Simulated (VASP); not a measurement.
# AlNi (Pm-3m) in VASP: further runs

The runs below take AlNi through relaxation of cell and atoms, single point, with BLYP+D3(BJ), RPBE.

All numbers are computed with VASP 6.6.1; they aren't measurements. Logs are shortened: lines on timing, memory, paths and dates and some standing lists are left out, and cuts for length are marked.

**1. The cell of the first run**

The structure is cubic, space group Pm-3m (No. 221). The conventional cell has a = 2.881 Å, b = 2.881 Å, c = 2.881 Å, α = 90.00°, β = 90.00°, γ = 90.00°. Ni (site symmetry m-3m) has 8 Al at 2.50 Å and 6 Ni at 2.88 Å within 3.3 Å. Within 3.3 Å of Al (site symmetry m-3m) lie 8 Ni at 2.50 Å and 6 Al at 2.88 Å.

**2. Relaxation of cell and atoms, BLYP+D3(BJ), collinear spin, ferromagnetic start**

INCAR reads:

```
SYSTEM = AlNi
PREC = Accurate
ENCUT = 600
EDIFF = 1E-7
ISMEAR = -1
SIGMA = 0.05
LREAL = .FALSE.
LASPH = .TRUE.
NELM = 150
ALGO = Normal
ISIF = 3
LWAVE = .FALSE.
LCHARG = .FALSE.
ISPIN = 2
MAGMOM = 1 0
LORBIT = 11
LMAXMIX = 4
GGA = B5
ALDAX = 1.0
AGGAX = 1.0
AGGAC = 1.0
ALDAC = 0.0
IVDW = 12
VDW_S6 = 1.0
VDW_S8 = 2.6996
VDW_A1 = 0.4298
VDW_A2 = 4.2359
IBRION = 2
NSW = 60
EDIFFG = -0.01
```

KPOINTS reads:

```
regular mesh
0
G
  9 9 9
  0 0 0
```

POSCAR reads:

```
AlNi
1.0
    2.8810000000      0.0000000000      0.0000000000
    0.0000000000      2.8810000000      0.0000000000
    0.0000000000      0.0000000000      2.8810000000
Ni Al
1 1
Direct
    0.5000000000      0.5000000000      0.5000000000
    0.0000000000      0.0000000000      0.0000000000
```

Potentials or basis: VASP PAW PBE potentials, release 64 (Ni, Al).

Launch:

```
$ cat potpaw_PBE.64/Ni/POTCAR potpaw_PBE.64/Al/POTCAR > POTCAR
$ mpirun -np 1 vasp_std > vasp.out
```

OUTCAR:

```text
SYSTEM = AlNi
   PREC = Accurate
   ENCUT = 600
   EDIFF = 1E-7
   ISMEAR = -1
   LREAL = .FALSE.
   LASPH = .TRUE.
   NELM = 150
   ISIF = 3
   ISPIN = 2
   LORBIT = 11
   GGA = B5
   IVDW = 12
   IBRION = 2
   NSW = 60
   EDIFFG = -0.01
 IVDW          = 12

 ion  position               nearest neighbor table
   1  0.500  0.500  0.500-   2 2.50   2 2.50   2 2.50   2 2.50   2 2.50   2 2.50   2 2.50   2 2.50

   2  0.000  0.000  0.000-   1 2.50   1 2.50   1 2.50   1 2.50   1 2.50   1 2.50   1 2.50   1 2.50

  LATTYP: Found a simple cubic cell.
 ALAT       =     2.8810000000

  Lattice vectors:

 A1 = (   2.8810000000,   0.0000000000,   0.0000000000)
 A2 = (   0.0000000000,   2.8810000000,   0.0000000000)
 A3 = (   0.0000000000,   0.0000000000,   2.8810000000)

Analysis of symmetry for initial positions (statically):
=====================================================================
 Subroutine PRICEL returns:
 Original cell was already a primitive cell.

 Routine SETGRP: Setting up the symmetry group for a
 simple cubic supercell.

 Subroutine GETGRP returns: Found 48 space group operations
 (whereof 48 operations were pure point group operations)
 out of a pool of 48 trial point group operations.

The static configuration has the point symmetry O_h .

Analysis of symmetry for dynamics (positions and initial velocities):
=====================================================================
 Subroutine PRICEL returns:
 Original cell was already a primitive cell.

 Routine SETGRP: Setting up the symmetry group for a
 simple cubic supercell.

 Subroutine GETGRP returns: Found 48 space group operations
 (whereof 48 operations were pure point group operations)
 out of a pool of 48 trial point group operations.

The dynamic configuration has the point symmetry O_h .

Analysis of structural, dynamic, and magnetic symmetry:
=====================================================================
 Subroutine PRICEL returns:
 Original cell was already a primitive cell.

 Routine SETGRP: Setting up the symmetry group for a
 simple cubic supercell.

 Subroutine GETGRP returns: Found 48 space group operations
 (whereof 48 operations were pure point group operations)
 out of a pool of 48 trial point group operations.

The overall configuration has the point symmetry O_h .

 Subroutine INISYM returns: Found 48 space group operations
 (whereof 48 operations are pure point group operations),
 and found     1 'primitive' translations

----------------------------------------------------------------------------------------

                                     Primitive cell

  volume of cell :      23.9128

  direct lattice vectors                    reciprocal lattice vectors
[... 103 lines left out ...]
   EFERMI_NEDOS =   21; number of points for ismear=-14 and -15
   IALGO  =     38    algorithm
   IMIX   =      4    mixing-type and parameters
     AMIX     =   0.40;   BMIX     =  1.00
     AMIX_MAG =   1.60;   BMIX_MAG =  1.00
  volume/ion in A,a.u.               =      11.96        80.69
  Fermi-wavevector in a.u.,A,eV,Ry     =   1.336122  2.524904 24.289410  1.785221
  Thomas-Fermi vector in A             =   2.464773
   LORBIT       =     11    0 simple, 1 ext, 2 COOP (PROOUT), +10 PAW based schemes
   GGA     = B5    functional components
   LHFCALC =     F    Hartree Fock is set to
   AEXX    =    0.0000 exact exchange contribution
   IVDW    =    12    specifies the selected vdW correction
   LEPSILON=     F    determine dielectric tensor
   LRPA    =     F    only Hartree local field effects (RPA)
 conjugate gradient relaxation of ions
 spin polarized calculation
  energy-cutoff  :      600.00
  volume of cell :       23.91
 maximum number of plane-waves:       812
 NGX is ok and might be reduce to    24
   NGX = 11   NGY = 11   NGZ = 11

--------------------------------------- Ionic step        1  -------------------------------------------

 number of electron      13.0000015 magnetization       0.0000505

 number of electron      13.0000015 magnetization      -0.0001496

 Free energy of the ion-electron system (eV)
  ---------------------------------------------------
  ext. energy  EPLUGINS =         0.00000000
  ---------------------------------------------------
  free energy    TOTEN  =        -8.57538510 eV

  energy without entropy =       -8.56869243  energy(sigma->0) =       -8.57203876

------------------------ aborting loop because EDIFF is reached ----------------------------------------

 Edisp (eV)   -2.02736

 E8    (eV) :    -1.4970
[... 75 lines left out ...]
 number of electron      12.9999997 magnetization      -0.0000011

 number of electron      12.9999997 magnetization       0.0000011

 Free energy of the ion-electron system (eV)
  ---------------------------------------------------
  ext. energy  EPLUGINS =         0.00000000
  ---------------------------------------------------
  free energy    TOTEN  =        -8.50060064 eV

  energy without entropy =       -8.49449991  energy(sigma->0) =       -8.49755028

 E-fermi :  11.1618     XC(G=0): -11.7217

 val. band max:       11.0989218776   @ k =   0.3333   0.3333   0.0000
 cond. band min:      11.2120459005   @ k =   0.3333   0.1111   0.1111
 fundamental gap:      0.1131240229
 Fermi energy:        11.1617703696

 spin component 1

 k-point     1 :       0.0000    0.0000    0.0000
  band No.  band energies     occupation
      1      -0.2580      1.00000
      2       7.6843      1.00000
      3       7.6843      1.00000
      4       9.4515      1.00000
      5       9.4515      1.00000
      6       9.4515      1.00000
      7      16.8409      0.00000
      8      16.8409      0.00000
      9      16.8409      0.00000
     10      19.6051      0.00000
     11      19.6051      0.00000
[... 310 lines left out ...]
  band No.  band energies     occupation
      1       4.9523      1.00000
      2       6.5511      1.00000
      3       7.9750      1.00000
      4       8.4832      1.00000
      5       9.0610      1.00000
      6       9.2434      1.00000
      7      10.5430      1.00000
      8      14.1343      0.00000
      9      15.6714      0.00000
     10      20.5054      0.00000
     11      22.5378      0.00000

 [... further k-points ...]

 spin component 2

 k-point     1 :       0.0000    0.0000    0.0000
  band No.  band energies     occupation
      1      -0.2580      1.00000
      2       7.6843      1.00000
      3       7.6843      1.00000
      4       9.4515      1.00000
      5       9.4515      1.00000
      6       9.4515      1.00000
      7      16.8409      0.00000
      8      16.8409      0.00000
      9      16.8409      0.00000
     10      19.6052      0.00000
     11      19.6052      0.00000
[... 355 lines left out ...]
  FREE ENERGIE OF THE ION-ELECTRON SYSTEM (eV)
  ---------------------------------------------------
  free  energy   TOTEN  =       -10.6290041673 eV

  energy  without entropy=      -10.6229034441  energy(sigma->0) =      -10.62595381

 reached required accuracy - stopping structural energy minimisation

 total charge

# of ion       s       p       d       tot
------------------------------------------
    1        0.503   0.557   8.543   9.603
    2        0.386   0.431   0.000   0.817
--------------------------------------------------
tot          0.888   0.988   8.543  10.420

 magnetization (x)

# of ion       s       p       d       tot
------------------------------------------
    1       -0.000  -0.000  -0.000  -0.000
    2        0.000   0.000   0.000   0.000
--------------------------------------------------
tot         -0.000  -0.000  -0.000  -0.000
```

OSZICAR:

```text
N       E                     dE             d eps       ncg     rms          rms(c)
DAV:   1     0.468885412491E+02    0.46889E+02   -0.64457E+03  1556   0.146E+03
DAV:   2    -0.800573510379E+01   -0.54894E+02   -0.51407E+02  1558   0.215E+02
DAV:   3    -0.964745114770E+01   -0.16417E+01   -0.16180E+01  1838   0.447E+01
DAV:   4    -0.967383826516E+01   -0.26387E-01   -0.26375E-01  1772   0.500E+00
[... 31 lines left out ...]
DAV:   6    -0.850059567737E+01   -0.17412E-04   -0.75836E-05  1588   0.838E-02    0.164E-02
DAV:   7    -0.850060028305E+01   -0.46057E-05   -0.30764E-06  1850   0.234E-02    0.286E-03
DAV:   8    -0.850060062140E+01   -0.33835E-06   -0.14916E-07  1148   0.462E-03    0.111E-03
DAV:   9    -0.850060063668E+01   -0.15281E-07   -0.43356E-08   788   0.221E-03
   3 F= -.10629004E+02 E0= -.10625954E+02  d E =-.262562E-01  mag=    -0.0000
```

CONTCAR:

```text
AlNi
   1.00000000000000
     2.8369409696519958    0.0000000000000000   -0.0000000000000000
     0.0000000000000000    2.8369409696519958    0.0000000000000000
     0.0000000000000000    0.0000000000000000    2.8369409696519958
  Ni              Al
     1     1
Direct
     0.5000000000000000    0.5000000000000000    0.5000000000000000
     0.0000000000000000    0.0000000000000000    0.0000000000000000

  0.00000000E+00  0.00000000E+00  0.00000000E+00
  0.00000000E+00  0.00000000E+00  0.00000000E+00
```

Run time: 1.8 min. Hardware: 1 thread of Intel Xeon 6975P-C, shared host; peak memory 0.17 GiB.

What came out:

```yaml
Free_energy: -10.6290 eV
Relaxed_volume: 11.42 Å³/atom
Relaxed_cell: a = 2.837 Å, b = 2.837 Å, c = 2.837 Å, α = 90.00°, β = 90.00°, γ = 90.00°
Space_group_after_relaxing_to_0.05_Å: Pm-3m (No. 221)
Energy_gained_by_relaxing: 13.1 meV/atom
Ionic_steps: 3
Pressure_after_relaxing: 0.0 GPa
Net_moment: 0.00 μB per cell
Valence_electrons_inside_the_program's_atomic_spheres: Ni 9.60; Al 0.82
Dispersion_energy_per_atom: -1.064 eV
```

The path:
```
step  energy change (eV)  largest force (eV/Å)  pressure (GPa)  volume (Å³)
   1              0.0000                0.0000           -7.44        23.91
   2             -0.0102                0.0000            6.74        22.04
   3             -0.0263                0.0000           -0.05        22.83
```

Final structure:
```xyz
2
Lattice="2.8369 0.0000 0.0000 0.0000 2.8369 0.0000 0.0000 0.0000 2.8369" Properties=species:S:1:pos:R:3 pbc="T T T"
Ni    1.4185    1.4185    1.4185
Al    0.0000    0.0000    0.0000
```

Caveat: the PAW data sets were made with another functional, which shifts forces and pressure a little; pairwise dispersion overbinds metals, which lowers pressure and volume.

**3. Single point, BLYP+D3(BJ), collinear spin, ferromagnetic start**

This run uses another cell than the first one, of 11.39 Å³/atom, 0.953 times its volume.

Changes to INCAR since step 2:

```diff
@@ -2,4 +2,4 @@
 PREC = Accurate
-ENCUT = 600
-EDIFF = 1E-7
+ENCUT = 520
+EDIFF = 1E-6
 ISMEAR = -1
@@ -10,3 +10,3 @@
 ALGO = Normal
-ISIF = 3
+ISIF = 2
 LWAVE = .FALSE.
@@ -27,4 +27,2 @@
 VDW_A2 = 4.2359
-IBRION = 2
-NSW = 60
-EDIFFG = -0.01
+NBANDS = 18
```

KPOINTS is that of step 2.

POSCAR reads:

```
AlNi
1.0
    2.8348882507      0.0000000000      0.0000000000
    0.0000000000      2.8348882507      0.0000000000
    0.0000000000      0.0000000000      2.8348882507
Ni Al
1 1
Direct
    0.5000000000      0.5000000000      0.5000000000
    0.0000000000      0.0000000000      0.0000000000
```

Potentials or basis: VASP PAW PBE potentials, release 64 (Ni, Al).

Launch:

```
$ cat potpaw_PBE.64/Ni/POTCAR potpaw_PBE.64/Al/POTCAR > POTCAR
$ mpirun -np 1 vasp_std > vasp.out
```

It took 14 s on 1 thread of Intel Xeon 6975P-C (Granite Rapids), shared host; peak memory 0.17 GiB.

It converged, with:

```yaml
Free_energy: -10.6278 eV
Pressure: 0.3 GPa
Net_moment: 0.00 μB per cell
Valence_electrons_inside_the_program's_atomic_spheres: Ni 9.61; Al 0.82
Dispersion_energy_per_atom: -1.067 eV
```

Levels at points of the mesh, in eV from the Fermi level:
Spin up:
| k point | band 4 | band 5 | band 6 | band 7 | band 8 | band 9 |
| --- | --- | --- | --- | --- | --- | --- |
| (0.00, 0.00, 0.00) | -1.72 | -1.72 | -1.72 | 5.69 | 5.69 | 5.69 |
Spin down:
```csv
k point,band 3,band 4,band 5,band 6,band 7,band 8,band 9,band 10
"(0.00, 0.00, 0.00)",-3.49,-1.72,-1.72,-1.72,5.69,5.69,5.69,8.45
```

Caveat: the PAW data sets were made with another functional, which shifts forces and pressure a little; pairwise dispersion overbinds metals, which lowers pressure and volume.

**4. Single point, RPBE, collinear spin, ferromagnetic start**

INCAR reads:

```
  PREC = Accurate
  ENCUT = 520
  EDIFF = 1E-7
  ISMEAR = -1
  SIGMA = 0.05
  LREAL = False
  LASPH = True
  NELM = 150
  ALGO = Normal
  ISIF = 2
  LWAVE = False
  LCHARG = True
  ISPIN = 2
  MAGMOM = 1 0
  LORBIT = 11
  LMAXMIX = 4
  GGA = RP
  LELF = True
  LVHAR = True
  NBANDS = 18
```

KPOINTS reads:

```
Automatic mesh
0
Gamma
  9 9 9
```

POSCAR reads:

```
AlNi
1.0
    2.8810000000      0.0000000000      0.0000000000
    0.0000000000      2.8810000000      0.0000000000
    0.0000000000      0.0000000000      2.8810000000
Ni Al
1 1
Direct
    0.5000000000      0.5000000000      0.5000000000
    0.0000000000      0.0000000000      0.0000000000
```

Launch:

```
$ cat potpaw_PBE.64/Ni/POTCAR potpaw_PBE.64/Al/POTCAR > POTCAR
$ mpirun -np 1 vasp_std > vasp.out
```

It took 11 s on 1 thread of Intel Xeon 6975P-C (Granite Rapids), shared host; peak memory 0.16 GiB.

Results (log left out):

```
Free energy                                           : -9.7328 eV
Pressure                                              : 5.7 GPa
Net moment                                            : 0.00 μB per cell
Valence electrons inside the program's atomic spheres : Ni 9.45; Al 0.80
```

Levels at points of the mesh, in eV from the Fermi level:
Spin up:
```
           k point  band 2  band 3  band 4  band 5  band 6  band 7  band 8  band 9  band 10  band 11
(0.00, 0.00, 0.00)   -3.24   -3.24   -1.55   -1.55   -1.55    5.52    5.52    5.52     8.07     8.07
```
Spin down:
| k point | band 3 | band 4 | band 5 | band 6 | band 7 | band 8 | band 9 | band 10 |
| --- | --- | --- | --- | --- | --- | --- | --- | --- |
| (0.00, 0.00, 0.00) | -3.24 | -1.55 | -1.55 | -1.55 | 5.52 | 5.52 | 5.52 | 8.07 |

Caveat: the PAW data sets were made with another functional, which shifts forces and pressure a little.

**5. The runs side by side**

```tsv
task	level	cell	cutoff (eV)	gap on the mesh (eV)	pressure (GPa)	moment (μB)
relaxation of cell and atoms	BLYP+D3(BJ)	relaxed from a = 2.881 Å, 2 atoms	600	none	0.0	0.00
single point	BLYP+D3(BJ)	a = 2.835 Å, 2 atoms	520	none	0.3	0.00
single point	RPBE	a = 2.881 Å, 2 atoms	520	none	5.7	0.00
```

Alike in all rows: potentials or basis VASP PAW PBE potentials, release 64 (Ni, Al); spin collinear, ferromagnetic start; k mesh 9 × 9 × 9; smearing fermi-dirac 0.05 eV.

Caveats: the PAW data sets were made with another functional, which shifts forces and pressure a little; pairwise dispersion overbinds metals, which lowers pressure and volume (some runs).

Absolute energies hang on the potentials; compare differences alone.
